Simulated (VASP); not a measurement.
# Sc2Cu3 (Pm-3m) in VASP: a series of runs

Sc2Cu3 is run at these levels: PBE; tasks: single point, relaxation of cell and atoms.

Program: VASP 6.6.1. These are calculated values, not measurements. Logs are shortened: lines on timing, memory, paths and dates and some standing lists are left out, and cuts for length are marked.

### Step 1. The cell of the first run

Symmetry: Pm-3m, No. 221, cubic system. Conventional cell: a = 4.659 Å, b = 4.659 Å, c = 4.659 Å, α = 90.00°, β = 90.00°, γ = 90.00°. Within 4.3 Å of Sc (site symmetry m-3m) lie 12 Cu at 3.29 Å and 8 Sc at 4.03 Å. Sc (site symmetry m-3m) has 6 Cu at 2.33 Å within 3.1 Å. Within 3.1 Å of Cu (site symmetry 4/mmm) lie 2 Sc at 2.33 Å.

The cell was built from a structure type or drawn by symmetry, and may not be a known phase.

### Step 2. Single point, PBE, collinear spin

The input, INCAR:

```
SYSTEM = Sc2Cu3
PREC = Accurate ; ENCUT = 520
EDIFF = 1E-6 ; ISMEAR = 0
SIGMA = 0.1 ; LREAL = .False.
LASPH = .True. ; NELM = 150
ALGO = Normal ; ISIF = 2
LWAVE = .False. ; LCHARG = .True.
ISPIN = 2 ; MAGMOM = 1 1 0 0 0
LORBIT = 11 ; LMAXMIX = 4
GGA = PE ; LELF = .True.
LVHAR = .True. ; NBANDS = 40
```

The input, KPOINTS:

```
regular mesh
0
Gamma
  4 4 4
  0 0 0
```

The input, POSCAR:

```
Sc2Cu3
1.0
    4.6590543161      0.0000000000      0.0000000000
    0.0000000000      4.6590543161      0.0000000000
    0.0000000000      0.0000000000      4.6590543161
Sc Cu
2 3
Direct
    0.5000000000      0.5000000000      0.5000000000
    0.0000000000      0.0000000000      0.0000000000
    0.5000000000      0.0000000000      0.0000000000
    0.0000000000      0.5000000000      0.0000000000
    0.0000000000      0.0000000000      0.5000000000
```

Potentials or basis: VASP PAW PBE potentials, release 64 (Sc_sv, Cu).

Started as:

```console
> cat potpaw_PBE.64/Sc_sv/POTCAR potpaw_PBE.64/Cu/POTCAR > POTCAR
> mpirun -np 1 vasp_std > vasp.out
```

OUTCAR:

```text
SYSTEM = Sc2Cu3
   PREC = Accurate
   ENCUT = 520
   EDIFF = 1E-6
   ISMEAR = 0
   LREAL = .False.
   LASPH = .True.
   NELM = 150
   ISIF = 2
   ISPIN = 2
   LORBIT = 11
   GGA = PE

 ion  position               nearest neighbor table
   1  0.500  0.500  0.500-
   2  0.000  0.000  0.000-   3 2.33   4 2.33   5 2.33   5 2.33   4 2.33   3 2.33
   3  0.500  0.000  0.000-   2 2.33   2 2.33
   4  0.000  0.500  0.000-   2 2.33   2 2.33
   5  0.000  0.000  0.500-   2 2.33   2 2.33

  LATTYP: Found a simple cubic cell.
 ALAT       =     4.6590543161

  Lattice vectors:

 A1 = (   4.6590543161,   0.0000000000,   0.0000000000)
 A2 = (   0.0000000000,   4.6590543161,   0.0000000000)
 A3 = (   0.0000000000,   0.0000000000,   4.6590543161)

Analysis of symmetry for initial positions (statically):
=====================================================================
 Subroutine PRICEL returns:
 Original cell was already a primitive cell.

 Routine SETGRP: Setting up the symmetry group for a
 simple cubic supercell.

 Subroutine GETGRP returns: Found 48 space group operations
 (whereof 48 operations were pure point group operations)
 out of a pool of 48 trial point group operations.

The static configuration has the point symmetry O_h .

Analysis of symmetry for dynamics (positions and initial velocities):
=====================================================================
 Subroutine PRICEL returns:
 Original cell was already a primitive cell.

 Routine SETGRP: Setting up the symmetry group for a
 simple cubic supercell.

 Subroutine GETGRP returns: Found 48 space group operations
 (whereof 48 operations were pure point group operations)
 out of a pool of 48 trial point group operations.

The dynamic configuration has the point symmetry O_h .

Analysis of structural, dynamic, and magnetic symmetry:
=====================================================================
 Subroutine PRICEL returns:
 Original cell was already a primitive cell.

 Routine SETGRP: Setting up the symmetry group for a
 simple cubic supercell.

 Subroutine GETGRP returns: Found 48 space group operations
 (whereof 48 operations were pure point group operations)
 out of a pool of 48 trial point group operations.

The overall configuration has the point symmetry O_h .

 Subroutine INISYM returns: Found 48 space group operations
 (whereof 48 operations are pure point group operations),
 and found     1 'primitive' translations

----------------------------------------------------------------------------------------

                                     Primitive cell

  volume of cell :     101.1331

  direct lattice vectors                    reciprocal lattice vectors
     4.659054316  0.000000000  0.000000000     0.214635832  0.000000000  0.000000000
     0.000000000  4.659054316  0.000000000     0.000000000  0.214635832  0.000000000
     0.000000000  0.000000000  4.659054316     0.000000000  0.000000000  0.214635832

  length of vectors
     4.659054316  4.659054316  4.659054316     0.214635832  0.214635832  0.214635832

  position of ions in fractional coordinates (direct lattice)
     0.500000000  0.500000000  0.500000000
     0.000000000  0.000000000  0.000000000
     0.500000000  0.000000000  0.000000000
     0.000000000  0.500000000  0.000000000
     0.000000000  0.000000000  0.500000000

  ion indices of the primitive-cell ions
   primitive index   ion index
                 1           1
                 2           2
                 3           3
                 4           4
                 5           5

----------------------------------------------------------------------------------------

 KPOINTS: regular mesh

Automatic generation of k-mesh.
 Grid dimensions read from file:
 generate k-points for:    4    4    4

 Generating k-lattice:

  Cartesian coordinates                     Fractional coordinates (reciprocal lattice)
     0.053658958  0.000000000  0.000000000     0.250000000  0.000000000  0.000000000
     0.000000000  0.053658958  0.000000000     0.000000000  0.250000000  0.000000000
     0.000000000  0.000000000  0.053658958     0.000000000  0.000000000  0.250000000

  Length of vectors
     0.053658958  0.053658958  0.053658958

  Shift w.r.t. Gamma in fractional coordinates (k-lattice)
     0.000000000  0.000000000  0.000000000

 Subroutine IBZKPT returns following result:
 ===========================================

 Found     10 irreducible k-points:

 Following reciprocal coordinates:
            Coordinates               Weight
  0.000000  0.000000  0.000000      1.000000
  0.250000  0.000000  0.000000      6.000000
  0.500000  0.000000  0.000000      3.000000
  0.250000  0.250000  0.000000     12.000000
  0.500000  0.250000  0.000000     12.000000
  0.500000  0.500000  0.000000      3.000000
  0.250000  0.250000  0.250000      8.000000
  0.500000  0.250000  0.250000     12.000000
  0.500000  0.500000  0.250000      6.000000
  0.500000  0.500000  0.500000      1.000000
   k-points           NKPTS =     10   k-points in BZ     NKDIM =     10   number of bands    NBANDS=     40
   number of dos      NEDOS =    301   number of ions     NIONS =      5
   total plane-waves  NPLWV =  46656
   dimension x,y,z NGX =    36 NGY =   36 NGZ =   36
   dimension x,y,z NGXF=    72 NGYF=   72 NGZF=   72
   ions per type =               2   3
   NGX,Y,Z   is equivalent  to a cutoff of  12.85, 12.85, 12.85 a.u.
   NGXF,Y,Z  is equivalent  to a cutoff of  25.69, 25.69, 25.69 a.u.
 SYSTEM =  Sc2Cu3
   PREC   = accura    normal or accurate (medium, high low for compatibility)
   ISTART =      0    job   : 0-new  1-cont  2-samecut
   ICHARG =      2    charge: 1-file 2-atom 10-const
   ISPIN  =      2    spin polarized calculation?
   LNONCOLLINEAR =      F non collinear calculations
   LSORBIT =      F    spin-orbit coupling
   LASPH  =      T    aspherical Exc in radial PAW
   ENCUT  =  520.0 eV  38.22 Ry    6.18 a.u.   8.66  8.66  8.66*2*pi/ulx,y,z
   NELM   =    150;   NELMIN=  2; NELMDL= -5     # of ELM steps
   EDIFF  = 0.1E-05   stopping-criterion for ELM
   LREAL  =      F    real-space projection
   EDIFFG = 0.1E-04   stopping-criterion for IOM
   NSW    =      0    number of steps for IOM
   IBRION =     -1    ionic relax: 0-MD 1-quasi-New 2-CG
   NFREE  =      0    steps in history (QN), initial steepest desc. (CG)
   ISIF   =      2    stress and relaxation
   ISYM   =      2    0-nonsym 1-usesym 2-fastsym
   POTIM  = 0.5000    time-step for ionic-motion
   TEBEG  =    0.0;   TEEND  =   0.0 temperature during run
   PSTRESS=    0.0 pullay stress
   NELECT =      55.0000    total number of electrons
   NUPDOWN=      -1.0000    fix difference up-down
   EMIN   =  10.00;   EMAX   =-10.00  energy-range for DOS
   EFERMI =   0.00;   METHOD = LEGACY
   ISMEAR =     0;   SIGMA  =   0.10  broadening in eV -4-tet -1-fermi 0-gaus
   EFERMI_NEDOS =   21; number of points for ismear=-14 and -15
   IALGO  =     38    algorithm
   IMIX   =      4    mixing-type and parameters
     AMIX     =   0.40;   BMIX     =  1.00
     AMIX_MAG =   1.60;   BMIX_MAG =  1.00
  volume/ion in A,a.u.               =      20.23       136.50
  Fermi-wavevector in a.u.,A,eV,Ry     =   1.336281  2.525206 24.295219  1.785648
  Thomas-Fermi vector in A             =   2.464920
   LORBIT       =     11    0 simple, 1 ext, 2 COOP (PROOUT), +10 PAW based schemes
   GGA     = PE    functional components
   LHFCALC =     F    Hartree Fock is set to
   AEXX    =    0.0000 exact exchange contribution
   IVDW    =     0    specifies the selected vdW correction
   LEPSILON=     F    determine dielectric tensor
   LRPA    =     F    only Hartree local field effects (RPA)
 spin polarized calculation
 Gauss-broadening in eV      SIGMA  =   0.10
  energy-cutoff  :      520.00
  volume of cell :      101.13
 maximum number of plane-waves:      2800
 NGX is ok and might be reduce to    36
   NGX = 17   NGY = 17   NGZ = 17

 number of electron      54.9999938 magnetization       0.0101294

 Free energy of the ion-electron system (eV)
  ---------------------------------------------------
  ext. energy  EPLUGINS =         0.00000000
  ---------------------------------------------------
  free energy    TOTEN  =       -20.31884948 eV

  energy without entropy =      -20.28594015  energy(sigma->0) =      -20.30239481

 E-fermi :   4.1582     XC(G=0): -10.1499

 val. band max:        4.1429536744   @ k =   0.2500   0.2500   0.2500
 cond. band min:       4.2077669507   @ k =   0.2500   0.2500   0.0000
 fundamental gap:      0.0648132763
 Fermi energy:         4.1581501795

 spin component 1

 k-point     1 :       0.0000    0.0000    0.0000
  band No.  band energies     occupation
      1     -46.7811      1.00000
      2     -45.3229      1.00000
      3     -25.3330      1.00000
      4     -25.3330      1.00000
      5     -25.3330      1.00000
      6     -24.0888      1.00000
[... 31 lines left out ...]
     38       8.7432      0.00000
     39      10.4151      0.00000
[... 376 lines left out ...]
     38       6.5831      0.00000
     39       7.6531      0.00000
 Fermi energy:         4.1581501795

 spin component 2

 k-point     1 :       0.0000    0.0000    0.0000
  band No.  band energies     occupation
      1     -46.7770      1.00000
      2     -45.3221      1.00000
      3     -25.3288      1.00000
      4     -25.3288      1.00000
      5     -25.3288      1.00000
      6     -24.0880      1.00000
[... 31 lines left out ...]
     38       8.7458      0.00000
     39      10.4163      0.00000
[... 376 lines left out ...]
     38       6.5873      0.00000
     39       7.6545      0.00000
 [bands above 39 left out]

------------------------ aborting loop because EDIFF is reached ----------------------------------------

  FORCE on cell =-STRESS in cart. coord.  units (eV):
  Direction    XX          YY          ZZ          XY          YZ          ZX
  --------------------------------------------------------------------------------------
  -------------------------------------------------------------------------------------
  Total        0.3439747      0.3439747      0.3439747      0.0000000     -0.0000000      0.0000000
  in kB        5.4493385      5.4493385      5.4493385      0.0000000     -0.0000000      0.0000000
  external PRESSURE =       5.4493385 kB  Pullay stress =       0.0000000 kB

 VOLUME and BASIS-vectors are now :
 -----------------------------------------------------------------------------
  energy-cutoff  :      520.00
  volume of cell :      101.13
      direct lattice vectors                 reciprocal lattice vectors
     4.659054316  0.000000000  0.000000000     0.214635832  0.000000000  0.000000000
     0.000000000  4.659054316  0.000000000     0.000000000  0.214635832  0.000000000
     0.000000000  0.000000000  4.659054316     0.000000000  0.000000000  0.214635832

 POSITION                                       TOTAL-FORCE (eV/Angst)
 -----------------------------------------------------------------------------------
      2.32953      2.32953      2.32953         0.000000      0.000000      0.000000
      0.00000      0.00000      0.00000         0.000000      0.000000      0.000000
      2.32953      0.00000      0.00000         0.000000      0.000000      0.000000
      0.00000      2.32953      0.00000         0.000000      0.000000      0.000000
      0.00000      0.00000      2.32953         0.000000      0.000000      0.000000
 -----------------------------------------------------------------------------------
    total drift:                                0.000000      0.000000     -0.000000

  FREE ENERGIE OF THE ION-ELECTRON SYSTEM (eV)
  ---------------------------------------------------
  free  energy   TOTEN  =       -20.3188494771 eV

  energy  without entropy=      -20.2859401518  energy(sigma->0) =      -20.30239481

 total charge

# of ion       s       p       d       tot
------------------------------------------
    1        2.147   6.048   0.839   9.033
    2        2.308   6.192   1.408   9.908
    3        0.566   0.204   9.176   9.947
    4        0.566   0.204   9.176   9.947
    5        0.566   0.204   9.176   9.947
--------------------------------------------------
tot          6.155  12.853  29.776  48.783

 magnetization (x)

# of ion       s       p       d       tot
------------------------------------------
    1        0.000   0.000   0.004   0.004
    2       -0.000   0.000   0.001   0.001
    3       -0.000   0.000   0.000   0.000
    4       -0.000   0.000   0.000   0.000
    5       -0.000   0.000   0.000   0.000
--------------------------------------------------
tot         -0.000   0.001   0.005   0.005
```

It took 46 s on 1 thread of Intel Xeon 6975P-C (Granite Rapids), shared host; peak memory 0.26 GiB.

What came out:

| Quantity | Value |
| --- | --- |
| Free energy | -20.3188 eV |
| Pressure | 0.5 GPa |
| Net moment | 0.01 μB per cell |
| Valence electrons inside the program's atomic spheres | Sc 9.03, 9.91; Cu 9.95 |

### Step 3. Relaxation of cell and atoms, PBE

The input, INCAR:

```
PREC = Accurate
ENCUT = 600
EDIFF = 1E-6
ISMEAR = 0
SIGMA = 0.1
LREAL = F
LASPH = T
NELM = 60
ALGO = Fast
ISIF = 3
LWAVE = F
LCHARG = F
GGA = PE
IBRION = 2
NSW = 100
EDIFFG = -0.01
```

The input, KPOINTS:

```
Automatic mesh
0
Gamma
  8 8 8
```

POSCAR is that of step 2.

Potentials or basis: VASP PAW PBE potentials, release 64 (Sc_sv, Cu).

Started as:

```console
> cat potpaw_PBE.64/Sc_sv/POTCAR potpaw_PBE.64/Cu/POTCAR > POTCAR
> mpirun -np 1 vasp_std > vasp.out
```

Wall time 3 min (1 thread of Intel Xeon 6975P-C (Granite Rapids), shared host); peak memory 0.32 GiB.

The run converged. Its results:

* Free energy: -20.3684 eV
* Relaxed volume: 20.42 Å³/atom
* Relaxed cell: a = 4.674 Å, b = 4.674 Å, c = 4.674 Å, α = 90.00°, β = 90.00°, γ = 90.00°
* Space group after relaxing (to 0.1 Å): Pm-3m (No. 221)
* Energy gained by relaxing: 0.3 meV/atom
* Ionic steps: 2
* Pressure after relaxing: -0.1 GPa
* Band gap on the k mesh: zero (an odd number of electrons rules out a gap without spin polarisation)

The path:
```
step  energy change (eV)  largest force (eV/Å)  pressure (GPa)  volume (Å³)
   1              0.0000                0.0000            0.52       101.13
   2             -0.0016                0.0000           -0.07       102.10
```

Final structure:
```
Sc Cu
1.0
     4.67384    0.00000    0.00000
     0.00000    4.67384    0.00000
     0.00000    0.00000    4.67384
Sc Cu
2 3
Direct
  0.50000 0.50000 0.50000
  0.00000 0.00000 0.00000
  0.50000 0.00000 0.00000
  0.00000 0.50000 0.00000
  0.00000 0.00000 0.50000
```

Levels at points of the mesh, in eV from the Fermi level:
```
           k point  band 25  band 26  band 27  band 28  band 29  band 30
(0.00, 0.00, 0.00)    -0.98    -0.98     0.59     0.59     0.59     1.24
(0.50, 0.00, 0.00)    -2.72    -0.47     0.19     0.19     0.35     0.82
(0.50, 0.50, 0.00)    -2.07    -2.07    -2.05     0.19     0.19     0.64
(0.50, 0.50, 0.50)    -1.57    -1.57    -1.40    -1.40    -1.40    -0.83
```
